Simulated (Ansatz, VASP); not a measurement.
One calculation of SrVO3, two programs

The input POSCAR:

```
SrVO3
1.0
    3.8408994000      0.0000000000      0.0000000000
    0.0000000000      3.8408994000      0.0000000000
    0.0000000000      0.0000000000      3.8408994000
Sr V O
1 1 3
Direct
    0.5000000000      0.5000000000      0.5000000000
    0.0000000000      0.0000000000      0.0000000000
    0.5000000000      0.0000000000      0.0000000000
    0.0000000000      0.5000000000      0.0000000000
    0.0000000000      0.0000000000      0.5000000000
```

The input INCAR.step1:

```
ALGO = Normal ; EDIFF = 1E-4
ENCUT = 520 ; GGA = PE
ISMEAR = 0 ; ISPIN = 2
LASPH = True ; LCHARG = False
LDAU = True ; LDAUJ = 0 0 0
LDAUL = -1 2 -1 ; LDAUTYPE = 2
LDAUU = 0 4 0 ; LMAXMIX = 4
LREAL = False ; LWAVE = True
MAGMOM = 0 1.08 -0.08 -0.08 -0.12 ; NBANDS = 32
NELM = 150 ; PREC = Accurate
SIGMA = 0.05
```

The input INCAR.step2:

```
ALGO = Normal ; EDIFF = 1E-6
ENCUT = 520 ; ISIF = 2
ISMEAR = 0 ; ISPIN = 2
ISTART = 1 ; LASPH = True
LCHARG = False ; LDAU = True
LDAUJ = 0 0 0 ; LDAUL = -1 2 -1
LDAUPRINT = 1 ; LDAUTYPE = 2
LDAUU = 0 4 0 ; LMAXMIX = 4
LMIXTAU = True ; LORBIT = 11
LREAL = False ; LWAVE = False
MAGMOM = 0 1.08 -0.08 -0.08 -0.12 ; METAGGA = R2SCAN
NBANDS = 32 ; NELM = 150
PREC = Accurate ; SIGMA = 0.05
```

KPOINTS

```
k-points
0
Gamma
  5 5 5
```

Input for Ansatz:

```yaml
crystal:
  lattice:
    - [3.8408994, 0.0, 0.0]
    - [0.0, 3.8408994, 0.0]
    - [0.0, 0.0, 3.8408994]
  atoms:
    - { symbol: Sr, position: [0.5, 0.5, 0.5] }
    - { symbol: V, position: [0.0, 0.0, 0.0], spin: 1.0 }
    - { symbol: O, position: [0.5, 0.0, 0.0] }
    - { symbol: O, position: [0.0, 0.5, 0.0] }
    - { symbol: O, position: [0.0, 0.0, 0.5] }
basis:
  ecutwfc: 500
  ecutrho_ratio: 4
kpoints:
  mp_grid: { grid: [5, 5, 5] }
hamiltonian:
  xc: r2scan
  hubbard:
    sites:
      - { site: 1, l: d, u_eff: 4.0, starting_ns: [{ spin: up, occupation_matrix: s1up }, { spin: down, occupation_matrix: s1down }] }
    occupation_matrices:
      s1up:
        matrix:
          - [0.02, 0.0, 0.0, 0.0, 0.0]
          - [0.0, 0.02, 0.0, 0.0, 0.0]
          - [0.0, 0.0, 0.02, 0.0, 0.0]
          - [0.0, 0.0, 0.0, 0.97, 0.0]
          - [0.0, 0.0, 0.0, 0.0, 0.02]
      s1down:
        matrix:
          - [0.02, 0.0, 0.0, 0.0, 0.0]
          - [0.0, 0.02, 0.0, 0.0, 0.0]
          - [0.0, 0.0, 0.02, 0.0, 0.0]
          - [0.0, 0.0, 0.0, 0.02, 0.0]
          - [0.0, 0.0, 0.0, 0.0, 0.02]
    ns_hold: { iters: 5 }
scf:
  occupations: { method: gaussian, width: 0.05 }
  lower_state_search: "off"
  max_iter: 150
output:
  forces: true
  stress: true
  eigenvalues: true
  populations: true
  hubbard: { sites: [{ site: 1, l: d }] }
  write_density: true
  write_potential: true
  elf: true
  volumetric_format: npy
magnetization:
  spin_polarized: true
```

Alike in both runs: task single point; functional r2SCAN; k mesh 5 × 5 × 5; occupations gaussian, width 0.05 eV; collinear spin; Hubbard terms V d U = 4.0 eV.

|  | VASP | Ansatz |
| --- | --- | --- |
| version | VASP 6.6.1 | Ansatz 0.2.0 |
| potentials or method | VASP PAW PBE potentials, release 64 (Sr_sv, V_sv, O), cutoff 520 eV | scalar-relativistic, plane waves, PAW |
| valence electrons in the cell | 41 | 41 |

VASP gave:

| Item | Value |
| --- | --- |
| gap on the k mesh at the Fermi level (eV) | none |
| pressure (GPa) | 5.1 |
| traceless stress, the component that is largest in VASP (GPa) | -0.18 |
| net moment per atom (μB) | 0.20 |
| size of the moment on the site where the two differ most (μB) | 1.20 |

Question: What did Ansatz give for the same quantities?

Answer: gap on the k mesh at the Fermi level (eV): none; pressure (GPa): 3.9; traceless stress, the component that is largest in VASP (GPa): 1.97; net moment per atom (μB): 0.20; size of the moment on the site where the two differ most (μB): 0.98.

VASP's potentials were made for PBE, not for r2SCAN. Site moments also hang on the region over which each program counts them. The programs project onto different local orbitals, so the same U acts differently, and such runs can settle in different states. A gap of «none» marks a metal or a gap that the smearing closes. Ansatz's warnings: filled band counts differ across k points, specified occupation not kept, stability check not made, symmetry narrowed by occupation matrices.
